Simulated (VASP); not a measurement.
**Ca: single point with PBE**

The system is Ca.

```xyz
2
Lattice="3.2297 0.0000 0.0000 -1.6149 2.7970 0.0000 0.0000 0.0000 5.4282" Properties=species:S:1:pos:R:3 pbc="T T T"
Ca    0.0000    1.8647    1.3571
Ca    1.6149    0.9323    4.0712
```

```
Program                : VASP 6.6.1
Task                   : single point
Functional             : PBE
Potentials or basis    : VASP PAW PBE potentials, release 64 (Ca_sv)
Cutoff                 : 520 eV
k mesh                 : 13 × 13 × 7
Occupations            : fermi-dirac, width 0.05 eV
Spin                   : no spin polarisation
Dipole correction      : no
Further INCAR settings : ALGO = Normal; EDIFF = 1e-06; NBANDS = 17
```

| Item | Value |
| --- | --- |
| Pressure | 21.0 GPa |
| Band gap on the k mesh | zero (band 10 reaches 4.65 eV, above the bottom of band 11 at 4.25 eV) |

Levels at points of the mesh, in eV from the Fermi level:
```tsv
k point	band 7	band 8	band 9	band 10	band 11	band 12	band 13	band 14
(0.00, 0.00, 0.00)	-21.53	-21.52	-4.69	-1.27	0.80	2.81	3.03	3.03
```

It took 25 s on 1 thread of Intel(R) Xeon(R) Platinum 8488C (Sapphire Rapids), with other jobs on the host, peak memory 0.19 GiB.
